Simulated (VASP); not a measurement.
# CoO in VASP: a series of runs

Runs on CoO. Level: PBEsol. Tasks: single point.

Everything below comes from runs of VASP 6.6.1. Logs are shortened: lines on timing, memory, paths and dates and some standing lists are left out, and cuts for length are marked.

**1. The cell of the first run**

Symmetry: I4/mmm, No. 139, tetragonal system. The conventional cell has a = 3.016 Å, b = 3.016 Å, c = 4.214 Å, α = 90.00°, β = 90.00°, γ = 90.00°. Co (site symmetry 4/mmm) has 6 O at 2.11 to 2.13 Å within 2.8 Å. Within 2.8 Å of O (site symmetry 4/mmm) lie 6 Co at 2.11 to 2.13 Å.

**2. Single point, PBEsol**

Contents of INCAR:

```
PREC = Accurate ; ENCUT = 520
EDIFF = 1E-6 ; ISMEAR = -1
SIGMA = 0.05 ; LREAL = F
LASPH = T ; NELM = 60
ALGO = Normal ; ISIF = 2
LWAVE = F ; LCHARG = F
GGA = PS ; NBANDS = 14
```

Contents of KPOINTS:

```
Automatic mesh
0
Gamma
  12 12 12
```

Contents of POSCAR:

```
CoO
1.0
   -1.5080000000      1.5080000000      2.1072475377
    1.5080000000     -1.5080000000      2.1072475377
    1.5080000000      1.5080000000     -2.1072475377
Co O
1 1
Direct
    0.0000000000      0.0000000000      0.0000000000
    0.5000000000      0.5000000000      0.0000000000
```

Potentials or basis: VASP PAW PBE potentials, release 64 (Co, O).

Started as:

```sh
$ cat potpaw_PBE.64/Co/POTCAR potpaw_PBE.64/O/POTCAR > POTCAR
$ mpirun -np 1 vasp_std > vasp.out
```

OUTCAR:

```text
PREC = Accurate
   ENCUT = 520
   EDIFF = 1E-6
   ISMEAR = -1
   LREAL = F
   LASPH = T
   NELM = 60
   ISIF = 2
   GGA = PS

 ion  position               nearest neighbor table
   1  0.000  0.000  0.000-   2 2.11   2 2.11   2 2.13   2 2.13   2 2.13   2 2.13
   2  0.500  0.500  0.000-   1 2.11   1 2.11   1 2.13   1 2.13   1 2.13   1 2.13

  LATTYP: Found a body centered tetragonal cell.
 ALAT       =     3.0160000000
 C/A-ratio  =     1.3973790038

  Lattice vectors:

 A1 = (  -1.5080000000,   1.5080000000,   2.1072475377)
 A2 = (   1.5080000000,  -1.5080000000,   2.1072475377)
 A3 = (   1.5080000000,   1.5080000000,  -2.1072475377)

Analysis of symmetry for initial positions (statically):
=====================================================================
 Subroutine PRICEL returns:
 Original cell was already a primitive cell.

 Routine SETGRP: Setting up the symmetry group for a
 body centered tetragonal supercell.

 Subroutine GETGRP returns: Found 16 space group operations
 (whereof 16 operations were pure point group operations)
 out of a pool of 16 trial point group operations.

The static configuration has the point symmetry D_4h.

Analysis of symmetry for dynamics (positions and initial velocities):
=====================================================================
 Subroutine PRICEL returns:
 Original cell was already a primitive cell.

 Routine SETGRP: Setting up the symmetry group for a
 body centered tetragonal supercell.

 Subroutine GETGRP returns: Found 16 space group operations
 (whereof 16 operations were pure point group operations)
 out of a pool of 16 trial point group operations.

The dynamic configuration has the point symmetry D_4h.

 Subroutine INISYM returns: Found 16 space group operations
 (whereof 16 operations are pure point group operations),
 and found     1 'primitive' translations

----------------------------------------------------------------------------------------

                                     Primitive cell

  volume of cell :      19.1681

  direct lattice vectors                    reciprocal lattice vectors
    -1.508000000  1.508000000  2.107247538     0.000000000  0.331564987  0.237276348
     1.508000000 -1.508000000  2.107247538     0.331564987  0.000000000  0.237276348
     1.508000000  1.508000000 -2.107247538     0.331564987  0.331564987  0.000000000

  length of vectors
     2.998102764  2.998102764  2.998102764     0.407719764  0.407719764  0.468903701

  position of ions in fractional coordinates (direct lattice)
     0.000000000  0.000000000  0.000000000
     0.500000000  0.500000000  0.000000000

  ion indices of the primitive-cell ions
   primitive index   ion index
                 1           1
                 2           2

----------------------------------------------------------------------------------------

 KPOINTS: Automatic mesh

Automatic generation of k-mesh.
 Grid dimensions read from file:
 generate k-points for:   12   12   12

 Generating k-lattice:

  Cartesian coordinates                     Fractional coordinates (reciprocal lattice)
     0.000000000  0.027630416  0.019773029     0.083333333  0.000000000 -0.000000000
     0.027630416  0.000000000  0.019773029     0.000000000  0.083333333 -0.000000000
     0.027630416  0.027630416  0.000000000     0.000000000  0.000000000  0.083333333

  Length of vectors
     0.033976647  0.033976647  0.039075308

  Shift w.r.t. Gamma in fractional coordinates (k-lattice)
     0.000000000  0.000000000  0.000000000

 Subroutine IBZKPT returns following result:
 ===========================================

 Found    163 irreducible k-points:

 Following reciprocal coordinates:
            Coordinates               Weight
  0.000000  0.000000  0.000000      1.000000
  0.083333  0.000000 -0.000000      8.000000
  0.166667  0.000000 -0.000000      8.000000
  0.250000  0.000000 -0.000000      8.000000
  0.333333  0.000000 -0.000000      8.000000
  0.416667  0.000000 -0.000000      8.000000
[... 16 lines left out ...]
  0.500000  0.166667 -0.000000     16.000000
 -0.416667  0.166667  0.000000     16.000000
 [... further k-points ...]
   k-points           NKPTS =    163   k-points in BZ     NKDIM =    163   number of bands    NBANDS=     14
   number of dos      NEDOS =    301   number of ions     NIONS =      2
   total plane-waves  NPLWV =  13824
   dimension x,y,z NGX =    24 NGY =   24 NGZ =   24
   dimension x,y,z NGXF=    48 NGYF=   48 NGZF=   48
   ions per type =               1   1
   NGX,Y,Z   is equivalent  to a cutoff of  13.31, 13.31, 13.31 a.u.
   NGXF,Y,Z  is equivalent  to a cutoff of  26.62, 26.62, 26.62 a.u.
 SYSTEM =  unknown system
   PREC   = accura    normal or accurate (medium, high low for compatibility)
   ISTART =      0    job   : 0-new  1-cont  2-samecut
   ICHARG =      2    charge: 1-file 2-atom 10-const
   ISPIN  =      1    spin polarized calculation?
   LNONCOLLINEAR =      F non collinear calculations
   LSORBIT =      F    spin-orbit coupling
   LASPH  =      T    aspherical Exc in radial PAW
   ENCUT  =  520.0 eV  38.22 Ry    6.18 a.u.   5.57  5.57  5.57*2*pi/ulx,y,z
   NELM   =     60;   NELMIN=  2; NELMDL= -5     # of ELM steps
   EDIFF  = 0.1E-05   stopping-criterion for ELM
   LREAL  =      F    real-space projection
   EDIFFG = 0.1E-04   stopping-criterion for IOM
   NSW    =      0    number of steps for IOM
   IBRION =     -1    ionic relax: 0-MD 1-quasi-New 2-CG
   NFREE  =      0    steps in history (QN), initial steepest desc. (CG)
   ISIF   =      2    stress and relaxation
   ISYM   =      2    0-nonsym 1-usesym 2-fastsym
   POTIM  = 0.5000    time-step for ionic-motion
   TEBEG  =    0.0;   TEEND  =   0.0 temperature during run
   PSTRESS=    0.0 pullay stress
   NELECT =      15.0000    total number of electrons
   NUPDOWN=      -1.0000    fix difference up-down
   EMIN   =  10.00;   EMAX   =-10.00  energy-range for DOS
   EFERMI =   0.00;   METHOD = LEGACY
   ISMEAR =    -1;   SIGMA  =   0.05  broadening in eV -4-tet -1-fermi 0-gaus
   EFERMI_NEDOS =   21; number of points for ismear=-14 and -15
   IALGO  =     38    algorithm
   IMIX   =      4    mixing-type and parameters
     AMIX     =   0.40;   BMIX     =  1.00
     AMIX_MAG =   1.60;   BMIX_MAG =  1.00
  volume/ion in A,a.u.               =       9.58        64.68
  Fermi-wavevector in a.u.,A,eV,Ry     =   1.508618  2.850874 30.965868  2.275927
  Thomas-Fermi vector in A             =   2.619048
   LORBIT       =      0    0 simple, 1 ext, 2 COOP (PROOUT), +10 PAW based schemes
   GGA     = PS    functional components
   LHFCALC =     F    Hartree Fock is set to
   AEXX    =    0.0000 exact exchange contribution
   IVDW    =     0    specifies the selected vdW correction
   LEPSILON=     F    determine dielectric tensor
   LRPA    =     F    only Hartree local field effects (RPA)
 non-spin polarized calculation
  energy-cutoff  :      520.00
  volume of cell :       19.17
 maximum number of plane-waves:       533
 NGX is ok and might be reduce to    24
   NGX = 11   NGY = 11   NGZ = 11

 number of electron      15.0000006 magnetization

 Free energy of the ion-electron system (eV)
  ---------------------------------------------------
  ext. energy  EPLUGINS =         0.00000000
  ---------------------------------------------------
  free energy    TOTEN  =       -13.51187670 eV

  energy without entropy =      -13.47288733  energy(sigma->0) =      -13.49238202

 E-fermi :   7.6510     XC(G=0): -12.7248

 val. band max:        7.6452740562   @ k =  -0.1667   0.2500   0.1667
 cond. band min:       7.6543510260   @ k =  -0.2500  -0.2500   0.2500
 fundamental gap:      0.0090769698
 Fermi energy:         7.6509625458

 k-point     1 :       0.0000    0.0000    0.0000
  band No.  band energies     occupation
      1     -12.6532      2.00000
      2       4.2969      2.00000
      3       4.3372      2.00000
      4       4.3372      2.00000
      5       6.2937      2.00000
      6       6.2937      2.00000
      7       6.3620      2.00000
      8       6.5791      2.00000
      9       6.5810      2.00000
     10       8.9597      0.00000
     11      24.5486      0.00000
     12      26.2645      0.00000
     13      26.2645      0.00000
     14      26.2777      0.00000

 k-point     2 :       0.0833    0.0000   -0.0000
  band No.  band energies     occupation
      1     -12.5820      2.00000
      2       3.7879      2.00000
      3       4.0504      2.00000
      4       4.0764      2.00000
      5       6.3677      2.00000
      6       6.3888      2.00000
      7       6.4487      2.00000
      8       6.8566      2.00000
      9       6.8640      2.00000
     10       9.4198      0.00000
     11      23.3257      0.00000
     12      26.0037      0.00000
     13      26.0633      0.00000
     14      26.8048      0.00000

 k-point     3 :       0.1667    0.0000   -0.0000
  band No.  band energies     occupation
      1     -12.3808      2.00000
      2       2.6906      2.00000
      3       3.5251      2.00000
      4       3.5534      2.00000
      5       6.5328      2.00000
      6       6.5560      2.00000
      7       6.6295      2.00000
      8       7.4630      1.95448
      9       7.4852      1.92991
     10      10.4482      0.00000
     11      21.4015      0.00000
     12      25.0347      0.00000
     13      25.2149      0.00000
     14      27.2606      0.00000

 k-point     4 :       0.2500    0.0000   -0.0000
  band No.  band energies     occupation
      1     -12.0890      2.00000
      2       1.5288      2.00000
      3       3.0030      2.00000
      4       3.0332      2.00000
      5       6.7560      2.00000
      6       6.7715      2.00000
      7       6.8618      2.00000
      8       8.1148      0.00019
      9       8.1540      0.00009
     10      11.5569      0.00000
     11      19.6069      0.00000
     12      23.6913      0.00000
     13      23.9375      0.00000
     14      27.6315      0.00000

 k-point     5 :       0.3333    0.0000   -0.0000
  band No.  band energies     occupation
      1     -11.7738      2.00000
      2       0.5340      2.00000
      3       2.5881      2.00000
      4       2.6198      2.00000
      5       6.9870      2.00000
      6       6.9921      2.00000
      7       7.1428      1.99992
      8       8.6736      0.00000
      9       8.7302      0.00000
     10      12.4183      0.00000
     11      18.2443      0.00000
[... 276 lines left out ...]
 k-point    22 :       0.4167    0.1667   -0.0000
  band No.  band energies     occupation
      1     -11.3937      2.00000
      2       0.0516      2.00000
      3       2.0244      2.00000
      4       2.3019      2.00000
      5       7.0660      1.99998
      6       7.2106      1.99970
      7       7.4345      1.97396
      8       8.3912      0.00000
      9       9.0637      0.00000
     10      14.3658      0.00000
     11      17.0676      0.00000
     12      19.6396      0.00000
     13      22.1867      0.00000
     14      29.4915      0.00000

 k-point    23 :       0.5000    0.1667   -0.0000
  band No.  band energies     occupation
      1     -11.4273      2.00000
      2       0.1285      2.00000
      3       2.0410      2.00000
      4       2.4270      2.00000
      5       6.8252      2.00000
      6       7.2896      1.99855
      7       7.4837      1.93184
      8       8.5805      0.00000
      9       8.7021      0.00000
     10      14.2640      0.00000
     11      17.1583      0.00000
     12      19.8298      0.00000
     13      22.2652      0.00000
     14      28.2740      0.00000

 k-point    24 :      -0.4167    0.1667    0.0000
  band No.  band energies     occupation
      1     -11.6004      2.00000
      2       0.4859      2.00000
      3       2.2904      2.00000
      4       2.6950      2.00000
      5       6.5072      2.00000
      6       7.2479      1.99937
      7       7.4396      1.97122
      8       8.1981      0.00004
      9       8.5465      0.00000
     10      13.7561      0.00000
     11      17.9056      0.00000
     12      20.2835      0.00000
     13      22.6967      0.00000
     14      27.1241      0.00000

 [... further k-points ...]
[... 5 lines left out ...]
  --------------------------------------------------------------------------------------
  -------------------------------------------------------------------------------------
  Total       -3.2969101     -3.2969101     -3.2510120      0.0000000      0.0000000     -0.0000000
  in kB     -275.5747717   -275.5747717   -271.7383476      0.0000000      0.0000000     -0.0000000
  external PRESSURE =    -274.2959637 kB  Pullay stress =       0.0000000 kB

 VOLUME and BASIS-vectors are now :
 -----------------------------------------------------------------------------
  energy-cutoff  :      520.00
  volume of cell :       19.17
      direct lattice vectors                 reciprocal lattice vectors
    -1.508000000  1.508000000  2.107247538     0.000000000  0.331564987  0.237276348
     1.508000000 -1.508000000  2.107247538     0.331564987  0.000000000  0.237276348
     1.508000000  1.508000000 -2.107247538     0.331564987  0.331564987  0.000000000

 POSITION                                       TOTAL-FORCE (eV/Angst)
 -----------------------------------------------------------------------------------
      0.00000      0.00000      0.00000        -0.000000      0.000000     -0.000000
      0.00000      0.00000      2.10725         0.000000     -0.000000      0.000000
 -----------------------------------------------------------------------------------
    total drift:                               -0.000000      0.000000     -0.000000

  FREE ENERGIE OF THE ION-ELECTRON SYSTEM (eV)
  ---------------------------------------------------
  free  energy   TOTEN  =       -13.5118767014 eV

  energy  without entropy=      -13.4728873345  energy(sigma->0) =      -13.49238202
```

Run time: 35 s. Hardware: 1 thread of AMD EPYC 7R13 (Zen 3), shared host; peak memory 0.14 GiB.

What came out:

```yaml
Free_energy: -13.5119 eV
Pressure: -27.4 GPa
```

Stress tensor (GPa, compression positive):
```
-27.56   0.00   0.00
  0.00 -27.56   0.00
  0.00   0.00 -27.17
```

Caveat: the PAW data sets were made with another functional, which shifts forces and pressure a little; an odd number of electrons without spin polarisation forces a metal; a magnetic or distorted state may lie lower; the run has no spin polarisation, though such a crystal can be magnetic; semilocal functionals often make such compounds metallic where correlation or magnetic order opens a gap, which also shifts bond lengths.

(Continued in part 2 of 2.)
